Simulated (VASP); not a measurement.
# NaCl (I4/mmm) in VASP: single point with r2SCAN

Aim: the single point of NaCl with r2SCAN.

Program: VASP 6.6.1. These are calculated values, not measurements. Logs are shortened: lines on timing, memory, paths and dates and some standing lists are left out, and cuts for length are marked.

### Step 1. The cell of the first run

It takes space group I4/mmm (No. 139, tetragonal). Conventional cell: a = 4.122 Å, b = 4.122 Å, c = 5.526 Å, α = 90.00°, β = 90.00°, γ = 90.00°. Na (site symmetry 4/mmm) has 6 Cl at 2.76 to 2.91 Å within 3.6 Å. Cl (site symmetry 4/mmm) has 6 Na at 2.76 to 2.91 Å within 3.6 Å.

### Step 2. Single point, r2SCAN (epitaxial xy strain +4.0%)

The input, POSCAR:

```
NaCl
1.0
    0.0000000000      2.9148067784      2.7630904451
    2.9148067784      0.0000000000      2.7630904451
    2.9148067784      2.9148067784      0.0000000000
Na Cl
1 1
Direct
    0.0000000000      0.0000000000      0.0000000000
    0.5000000000      0.5000000000      0.5000000000
```

The input, INCAR.step1:

```
SYSTEM = NaCl
PREC = Accurate
ENCUT = 520
ISMEAR = 0
SIGMA = 0.01
LREAL = .False.
LASPH = .True.
NELM = 80
NBANDS = 14
GGA = PE
ALGO = Normal
EDIFF = 1E-4
LWAVE = .True.
LCHARG = .False.
```

The input, INCAR.step2:

```
SYSTEM = NaCl
PREC = Accurate
ENCUT = 520
EDIFF = 1E-7
ISMEAR = 0
SIGMA = 0.01
LREAL = .False.
LASPH = .True.
NELM = 80
ALGO = Normal
ISIF = 2
LWAVE = .False.
LCHARG = .False.
METAGGA = R2SCAN
LMIXTAU = .True.
NBANDS = 14
ISTART = 1
```

The input, KPOINTS:

```
regular mesh
0
Gamma
  8 8 8
  0 0 0
```

Potentials or basis: VASP PAW PBE potentials, release 64 (Na_pv, Cl).

On the command line:

```console
> cat potpaw_PBE.64/Na_pv/POTCAR potpaw_PBE.64/Cl/POTCAR > POTCAR
> cp INCAR.step1 INCAR
> mpirun -np 1 vasp_std > vasp.out
> cp INCAR.step2 INCAR
> mpirun -np 1 vasp_std > vasp.out
```

OUTCAR:

```text
SYSTEM = NaCl
   PREC = Accurate
   ENCUT = 520
   EDIFF = 1E-7
   ISMEAR = 0
   LREAL = .False.
   LASPH = .True.
   NELM = 80
   ISIF = 2
   METAGGA = R2SCAN
   ISTART = 1

 ion  position               nearest neighbor table
   1  0.000  0.000  0.000-
   2  0.500  0.500  0.500-

  LATTYP: Found a body centered tetragonal cell.
 ALAT       =     4.1221592777
 C/A-ratio  =     1.3406034357

  Lattice vectors:

 A1 = (   0.0000000000,  -2.9148067784,  -2.7630904451)
 A2 = (   0.0000000000,   2.9148067784,  -2.7630904451)
 A3 = (   2.9148067784,   0.0000000000,   2.7630904451)

Analysis of symmetry for initial positions (statically):
=====================================================================
 Subroutine PRICEL returns:
 Original cell was already a primitive cell.

 Routine SETGRP: Setting up the symmetry group for a
 body centered tetragonal supercell.

 Subroutine GETGRP returns: Found 16 space group operations
 (whereof 16 operations were pure point group operations)
 out of a pool of 16 trial point group operations.

The static configuration has the point symmetry D_4h.

Analysis of symmetry for dynamics (positions and initial velocities):
=====================================================================
 Subroutine PRICEL returns:
 Original cell was already a primitive cell.

 Routine SETGRP: Setting up the symmetry group for a
 body centered tetragonal supercell.

 Subroutine GETGRP returns: Found 16 space group operations
 (whereof 16 operations were pure point group operations)
 out of a pool of 16 trial point group operations.

The dynamic configuration has the point symmetry D_4h.

 Subroutine INISYM returns: Found 16 space group operations
 (whereof 16 operations are pure point group operations),
 and found     1 'primitive' translations

----------------------------------------------------------------------------------------

                                     Primitive cell

  volume of cell :      46.9510

  direct lattice vectors                    reciprocal lattice vectors
     0.000000000  2.914806778  2.763090445    -0.171537957  0.171537957  0.180956798
     2.914806778  0.000000000  2.763090445     0.171537957 -0.171537957  0.180956798
     2.914806778  2.914806778  0.000000000     0.171537957  0.171537957 -0.180956798

  length of vectors
     4.016312658  4.016312658  4.122159278     0.302648153  0.302648153  0.302648153

  position of ions in fractional coordinates (direct lattice)
[... 84 lines left out ...]
   NFREE  =      0    steps in history (QN), initial steepest desc. (CG)
   ISIF   =      2    stress and relaxation
   ISYM   =      2    0-nonsym 1-usesym 2-fastsym
   POTIM  = 0.5000    time-step for ionic-motion
   TEBEG  =    0.0;   TEEND  =   0.0 temperature during run
   PSTRESS=    0.0 pullay stress
   NELECT =      14.0000    total number of electrons
   NUPDOWN=      -1.0000    fix difference up-down
   EMIN   =  10.00;   EMAX   =-10.00  energy-range for DOS
   EFERMI =   0.00;   METHOD = LEGACY
   ISMEAR =     0;   SIGMA  =   0.01  broadening in eV -4-tet -1-fermi 0-gaus
   EFERMI_NEDOS =   21; number of points for ismear=-14 and -15
   IALGO  =     38    algorithm
   IMIX   =      4    mixing-type and parameters
     AMIX     =   0.40;   BMIX     =  1.00
     AMIX_MAG =   1.60;   BMIX_MAG =  1.00
  volume/ion in A,a.u.               =      23.48       158.42
  Fermi-wavevector in a.u.,A,eV,Ry     =   1.093711  2.066814 16.275344  1.196204
  Thomas-Fermi vector in A             =   2.230002
   LORBIT       =      0    0 simple, 1 ext, 2 COOP (PROOUT), +10 PAW based schemes
   METAGGA = R2SCAN    functional components
   LHFCALC =     F    Hartree Fock is set to
   AEXX    =    0.0000 exact exchange contribution
   IVDW    =     0    specifies the selected vdW correction
   LEPSILON=     F    determine dielectric tensor
   LRPA    =     F    only Hartree local field effects (RPA)
 non-spin polarized calculation
 Gauss-broadening in eV      SIGMA  =   0.01
  energy-cutoff  :      520.00
  volume of cell :       46.95
 maximum number of plane-waves:      1278
 NGX is ok and might be reduce to    30
   NGX = 15   NGY = 15   NGZ = 15

 number of electron      13.9999992 magnetization

 Free energy of the ion-electron system (eV)
  ---------------------------------------------------
  ext. energy  EPLUGINS =         0.00000000
  ---------------------------------------------------
  free energy    TOTEN  =       -13.76209096 eV

  energy without entropy =      -13.76209096  energy(sigma->0) =      -13.76209096

 E-fermi :  -1.2621     XC(G=0):  -8.4285

 val. band max:       -1.4048536612   @ k =   0.0000   0.0000   0.0000
 cond. band min:       4.3169950589   @ k =   0.0000   0.0000   0.0000
 fundamental gap:      5.7218487201
 Fermi energy:        -1.2621010329

 k-point     1 :       0.0000    0.0000    0.0000
  band No.  band energies     occupation
      1     -23.0230      2.00000
      2     -23.0228      2.00000
      3     -23.0157      2.00000
      4     -14.5452      2.00000
      5      -1.4543      2.00000
      6      -1.4049      2.00000
      7      -1.4049      2.00000
      8       4.3170      0.00000
      9      10.1798      0.00000
     10      10.1802      0.00000
     11      10.5638      0.00000
     12      12.1635      0.00000
     13      12.8028      0.00000
     14      13.9969      0.00000
[... 377 lines left out ...]
      1     -23.0372      2.00000
      2     -23.0254      2.00000
      3     -23.0194      2.00000
      4     -14.3107      2.00000
      5      -2.7881      2.00000
      6      -1.7452      2.00000
      7      -1.6803      2.00000
      8       6.5566      0.00000
      9       8.9408      0.00000
     10       9.7806      0.00000
     11      10.9588      0.00000
     12      12.7729      0.00000
     13      14.1093      0.00000
     14      15.5524      0.00000

 [... further k-points ...]
[... 5 lines left out ...]
  --------------------------------------------------------------------------------------
  -------------------------------------------------------------------------------------
  Total       -0.6345891     -0.6345891     -0.0695922      0.0000000      0.0000000     -0.0000000
  in kB      -21.6550169    -21.6550169     -2.3747959      0.0000000      0.0000000     -0.0000000
  external PRESSURE =     -15.2282765 kB  Pullay stress =       0.0000000 kB

 VOLUME and BASIS-vectors are now :
 -----------------------------------------------------------------------------
  energy-cutoff  :      520.00
  volume of cell :       46.95
      direct lattice vectors                 reciprocal lattice vectors
     0.000000000  2.914806778  2.763090445    -0.171537957  0.171537957  0.180956798
     2.914806778  0.000000000  2.763090445     0.171537957 -0.171537957  0.180956798
     2.914806778  2.914806778  0.000000000     0.171537957  0.171537957 -0.180956798

 POSITION                                       TOTAL-FORCE (eV/Angst)
 -----------------------------------------------------------------------------------
      0.00000      0.00000      0.00000         0.000000      0.000000     -0.000000
      2.91481      2.91481      2.76309         0.000000      0.000000      0.000000
 -----------------------------------------------------------------------------------
    total drift:                                0.000000      0.000000      0.000000

  FREE ENERGIE OF THE ION-ELECTRON SYSTEM (eV)
  ---------------------------------------------------
  free  energy   TOTEN  =       -13.7620909640 eV

  energy  without entropy=      -13.7620909640  energy(sigma->0) =      -13.76209096
```

Run time: 90 s. Hardware: 1 thread of AMD EPYC 9R45 (Zen 5), shared host; peak memory 0.16 GiB.

Results:

* Free energy: -13.7621 eV
* Pressure: -1.5 GPa
* Band gap on the k mesh: 5.72 eV

Stress tensor (GPa, compression positive):
```
-2.17  0.00  0.00
 0.00 -2.17  0.00
 0.00  0.00 -0.24
```

Levels at points of the mesh, in eV from the valence-band top:
| k point | band 4 | band 5 | band 6 | band 7 | band 8 | band 9 | band 10 | band 11 |
| --- | --- | --- | --- | --- | --- | --- | --- | --- |
| (0.00, 0.00, 0.00) | -13.14 | -0.05 | 0.00 | 0.00 | 5.72 | 11.58 | 11.59 | 11.97 |
| (0.50, 0.00, 0.00) | -12.84 | -1.80 | -0.30 | -0.24 | 7.84 | 11.21 | 11.38 | 11.95 |
| (0.50, 0.50, 0.00) | -12.77 | -1.56 | -0.65 | -0.65 | 8.31 | 8.49 | 12.19 | 15.24 |
| (0.50, 0.00, 0.50) | -12.81 | -1.59 | -0.62 | -0.47 | 8.31 | 8.72 | 11.68 | 15.24 |

Caveat: the cell differs from its parent crystal (epitaxial xy strain +4.0%); the PAW data sets were made with another functional, which shifts forces and pressure a little.
